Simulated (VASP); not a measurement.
ZnAu2S4:

```
Zn S Au
1.0
    -2.37600    2.37600    6.97800
     2.37600   -2.37600    6.97800
     2.37600    2.37600   -6.97800
Zn S Au
1 4 2
Direct
  0.00000 0.00000 0.00000
  0.82803 0.82803 0.00000
  0.00000 0.50000 0.50000
  0.50000 0.00000 0.50000
  0.17197 0.17197 0.00000
  0.33878 0.33878 0.00000
  0.66122 0.66122 0.00000
```

Base run:

```yaml
Program: VASP 6.6.1
Functional: PBE
Potentials_or_basis: VASP PAW PBE potentials, release 64 (Zn, S, Au)
Cutoff: 520 eV
k_mesh: 6 × 6 × 6
Occupations: gaussian, width 0.1 eV
Spin: no spin polarisation
```

Its results: pressure -3.4 GPa; largest force 1.180 eV/Å.

Question: The run is repeated on the same cell with these changes: spin from no spin polarisation to collinear spin; further incar settings from ALGO = Normal; EDIFF = 1e-06; NBANDS = 38 to ALGO = Normal; EDIFF = 1e-06; NBANDS = 42. What comes out?

Answer: Pressure -3.3 GPa; net moment 0.82 μB per cell; site moments Zn +0.01; S +0.14, +0.11 (each value once); Au +0.04 μB; largest force 1.216 eV/Å.

Caveats: the cell stands under tension; forces of over 1 eV/Å act on the atoms, so gaps and moduli don't describe the material at rest; a moment this small can come from the mesh or the smearing (at least some runs).
